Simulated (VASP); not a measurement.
# Be (Pm-3m) in VASP: single point with PBE

Aim: the single point of Be with PBE.

Everything below comes from runs of VASP 6.6.1. Logs are shortened: lines on timing, memory, paths and dates and some standing lists are left out, and cuts for length are marked.

## 1. The cell of the first run

Symmetry: Pm-3m, No. 221, cubic system. Conventional cell: a = 2.705 Å, b = 2.705 Å, c = 2.705 Å, α = 90.00°, β = 90.00°, γ = 90.00°. Within 3.6 Å of Be (site symmetry m-3m) lie 6 Be at 2.71 Å.

## 2. Single point, PBE (Ba replaced by Be, lengths x 0.668, strained)

Contents of INCAR:

```
SYSTEM = Be
PREC = Accurate
ENCUT = 520
EDIFF = 1E-7
ISMEAR = 0
SIGMA = 0.1
LREAL = .False.
LASPH = .True.
NELM = 80
ALGO = Fast
ISIF = 2
LWAVE = .False.
LCHARG = .False.
GGA = PE
NBANDS = 7
```

Contents of KPOINTS:

```
regular mesh
0
Gamma
  16 16 16
  0 0 0
```

Contents of POSCAR:

```
Be
1.0
    2.7053760210      0.0000000000      0.0000000000
    0.0000000000      2.7053760210      0.0000000000
    0.0000000000      0.0000000000      2.7053760210
Be
1
Direct
    0.0000000000      0.0000000000      0.0000000000
```

Potentials or basis: VASP PAW PBE potentials, release 64 (Be).

Command:

```sh
$ cat potpaw_PBE.64/Be/POTCAR > POTCAR
$ mpirun -np 1 vasp_std > vasp.out
```

OUTCAR:

```text
SYSTEM = Be
   PREC = Accurate
   ENCUT = 520
   EDIFF = 1E-7
   ISMEAR = 0
   LREAL = .False.
   LASPH = .True.
   NELM = 80
   ISIF = 2
   GGA = PE

 ion  position               nearest neighbor table
   1  0.000  0.000  0.000-

  LATTYP: Found a simple cubic cell.
 ALAT       =     2.7053760210

  Lattice vectors:

 A1 = (   2.7053760210,   0.0000000000,   0.0000000000)
 A2 = (   0.0000000000,   2.7053760210,   0.0000000000)
 A3 = (   0.0000000000,   0.0000000000,   2.7053760210)

Analysis of symmetry for initial positions (statically):
=====================================================================
 Subroutine PRICEL returns:
 Original cell was already a primitive cell.

 Routine SETGRP: Setting up the symmetry group for a
 simple cubic supercell.

 Subroutine GETGRP returns: Found 48 space group operations
 (whereof 48 operations were pure point group operations)
 out of a pool of 48 trial point group operations.

The static configuration has the point symmetry O_h .

Analysis of symmetry for dynamics (positions and initial velocities):
=====================================================================
 Subroutine PRICEL returns:
 Original cell was already a primitive cell.

 Routine SETGRP: Setting up the symmetry group for a
 simple cubic supercell.

 Subroutine GETGRP returns: Found 48 space group operations
 (whereof 48 operations were pure point group operations)
 out of a pool of 48 trial point group operations.

The dynamic configuration has the point symmetry O_h .

 Subroutine INISYM returns: Found 48 space group operations
 (whereof 48 operations are pure point group operations),
 and found     1 'primitive' translations

----------------------------------------------------------------------------------------

                                     Primitive cell

  volume of cell :      19.8008

  direct lattice vectors                    reciprocal lattice vectors
     2.705376021  0.000000000  0.000000000     0.369634384  0.000000000  0.000000000
     0.000000000  2.705376021  0.000000000     0.000000000  0.369634384  0.000000000
     0.000000000  0.000000000  2.705376021     0.000000000  0.000000000  0.369634384

  length of vectors
     2.705376021  2.705376021  2.705376021     0.369634384  0.369634384  0.369634384

[... 71 lines left out ...]
   ICHARG =      2    charge: 1-file 2-atom 10-const
   ISPIN  =      1    spin polarized calculation?
   LNONCOLLINEAR =      F non collinear calculations
   LSORBIT =      F    spin-orbit coupling
   LASPH  =      T    aspherical Exc in radial PAW
   ENCUT  =  520.0 eV  38.22 Ry    6.18 a.u.   5.03  5.03  5.03*2*pi/ulx,y,z
   NELM   =     80;   NELMIN=  2; NELMDL= -5     # of ELM steps
   EDIFF  = 0.1E-06   stopping-criterion for ELM
   LREAL  =      F    real-space projection
   EDIFFG = 0.1E-05   stopping-criterion for IOM
   NSW    =      0    number of steps for IOM
   IBRION =     -1    ionic relax: 0-MD 1-quasi-New 2-CG
   NFREE  =      0    steps in history (QN), initial steepest desc. (CG)
   ISIF   =      2    stress and relaxation
   ISYM   =      2    0-nonsym 1-usesym 2-fastsym
   POTIM  = 0.5000    time-step for ionic-motion
   TEBEG  =    0.0;   TEEND  =   0.0 temperature during run
   PSTRESS=    0.0 pullay stress
   NELECT =       2.0000    total number of electrons
   NUPDOWN=      -1.0000    fix difference up-down
   EMIN   =  10.00;   EMAX   =-10.00  energy-range for DOS
   EFERMI =   0.00;   METHOD = LEGACY
   ISMEAR =     0;   SIGMA  =   0.10  broadening in eV -4-tet -1-fermi 0-gaus
   EFERMI_NEDOS =   21; number of points for ismear=-14 and -15
   IALGO  =     68    algorithm
   IMIX   =      4    mixing-type and parameters
     AMIX     =   0.40;   BMIX     =  1.00
     AMIX_MAG =   1.60;   BMIX_MAG =  1.00
  volume/ion in A,a.u.               =      19.80       133.62
  Fermi-wavevector in a.u.,A,eV,Ry     =   0.762413  1.440752  7.908716  0.581274
  Thomas-Fermi vector in A             =   1.861869
   LORBIT       =      0    0 simple, 1 ext, 2 COOP (PROOUT), +10 PAW based schemes
   GGA     = PE    functional components
   LHFCALC =     F    Hartree Fock is set to
   AEXX    =    0.0000 exact exchange contribution
   IVDW    =     0    specifies the selected vdW correction
   LEPSILON=     F    determine dielectric tensor
   LRPA    =     F    only Hartree local field effects (RPA)
 non-spin polarized calculation
 RMM-DIIS sequential band-by-band and
 Gauss-broadening in eV      SIGMA  =   0.10
  energy-cutoff  :      520.00
  volume of cell :       19.80
 maximum number of plane-waves:       554
   NGX = 11   NGY = 11   NGZ = 11

 number of electron       2.0000000 magnetization

 Free energy of the ion-electron system (eV)
  ---------------------------------------------------
  ext. energy  EPLUGINS =         0.00000000
  ---------------------------------------------------
  free energy    TOTEN  =        -2.00450129 eV

  energy without entropy =       -2.00152089  energy(sigma->0) =       -2.00301109

 E-fermi :   0.9169     XC(G=0):  -7.8810

 val. band max:        0.8976544488   @ k =   0.4375   0.3125   0.3125
 cond. band min:       0.9173240011   @ k =   0.4375   0.2500   0.0625
 fundamental gap:      0.0196695524
 Fermi energy:         0.9169275126

 k-point     1 :       0.0000    0.0000    0.0000
  band No.  band energies     occupation
      1      -5.5649      2.00000
      2       9.2946      0.00000
      3       9.2946      0.00000
      4       9.2946      0.00000
      5      14.3443      0.00000
      6      14.3443      0.00000
      7      17.7131      0.00000
[... 221 lines left out ...]
 k-point    24 :       0.5000    0.1250    0.0000
  band No.  band energies     occupation
      1      -1.0104      2.00000
      2      -0.9427      2.00000
      3       9.7334      0.00000
      4      11.3442      0.00000
      5      14.7434      0.00000
      6      19.3760      0.00000
      7      19.7712      0.00000

 [... further k-points ...]
[... 5 lines left out ...]
  --------------------------------------------------------------------------------------
  -------------------------------------------------------------------------------------
  Total       -1.9168173     -1.9168173     -1.9168173      0.0000000      0.0000000      0.0000000
  in kB     -155.0987883   -155.0987883   -155.0987883      0.0000000      0.0000000      0.0000000
  external PRESSURE =    -155.0987883 kB  Pullay stress =       0.0000000 kB

 VOLUME and BASIS-vectors are now :
 -----------------------------------------------------------------------------
  energy-cutoff  :      520.00
  volume of cell :       19.80
      direct lattice vectors                 reciprocal lattice vectors
     2.705376021  0.000000000  0.000000000     0.369634384  0.000000000  0.000000000
     0.000000000  2.705376021  0.000000000     0.000000000  0.369634384  0.000000000
     0.000000000  0.000000000  2.705376021     0.000000000  0.000000000  0.369634384

 POSITION                                       TOTAL-FORCE (eV/Angst)
 -----------------------------------------------------------------------------------
      0.00000      0.00000      0.00000         0.000000      0.000000      0.000000
 -----------------------------------------------------------------------------------
    total drift:                               -0.000000     -0.000000     -0.000000

  FREE ENERGIE OF THE ION-ELECTRON SYSTEM (eV)
  ---------------------------------------------------
  free  energy   TOTEN  =        -2.0045012852 eV

  energy  without entropy=       -2.0015208900  energy(sigma->0) =       -2.00301109
```

OSZICAR:

```text
N       E                     dE             d eps       ncg     rms          rms(c)
DAV:   1    -0.131346615103E+01   -0.13135E+01   -0.82845E+02  2331   0.211E+02
DAV:   2    -0.199897276404E+01   -0.68551E+00   -0.64983E+00  3129   0.142E+01
DAV:   3    -0.200311774187E+01   -0.41450E-02   -0.41367E-02  2807   0.102E+00
DAV:   4    -0.200311942784E+01   -0.16860E-05   -0.16860E-05  3213   0.241E-02
DAV:   5    -0.200311942887E+01   -0.10366E-08   -0.93374E-09  2835   0.307E-04    0.480E-01
RMM:   6    -0.200398634214E+01   -0.86691E-03   -0.53154E-04  2312   0.171E-01    0.300E-01
RMM:   7    -0.200450021383E+01   -0.51387E-03   -0.18661E-03  2657   0.302E-01    0.270E-02
RMM:   8    -0.200449904846E+01    0.11654E-05   -0.80284E-05  2476   0.992E-02    0.346E-03
RMM:   9    -0.200450085729E+01   -0.18088E-05   -0.52364E-06  2564   0.139E-02    0.968E-04
RMM:  10    -0.200450127443E+01   -0.41714E-06   -0.17899E-07  2508   0.409E-03    0.637E-04
RMM:  11    -0.200450128515E+01   -0.10720E-07   -0.26752E-08  2284   0.966E-04
   1 F= -.20045013E+01 E0= -.20030111E+01  d E =-.298040E-02
```

It took 8.4 s on 1 thread of AMD EPYC 9R14 (Zen 4), shared host; peak memory 0.1 GiB.

What came out:

| Quantity | Value |
| --- | --- |
| Free energy | -2.0045 eV |
| Pressure | -15.5 GPa |
| Band gap on the k mesh | zero (band 1 reaches 4.34 eV, above the bottom of band 2 at -1.17 eV) |

Levels at points of the mesh, in eV from the Fermi level:
```
           k point  band 1  band 2  band 3  band 4  band 5
(0.00, 0.00, 0.00)   -6.48    8.38    8.38    8.38   13.43
(0.50, 0.00, 0.00)   -2.21   -2.09   10.24   10.24   16.34
(0.50, 0.50, 0.00)    0.83    0.83    2.64    5.78   11.77
(0.50, 0.50, 0.50)    3.42    3.42    3.42    8.35    9.85
```

Caveat: the cell differs from its parent crystal (Ba replaced by Be, lengths x 0.668, strained).
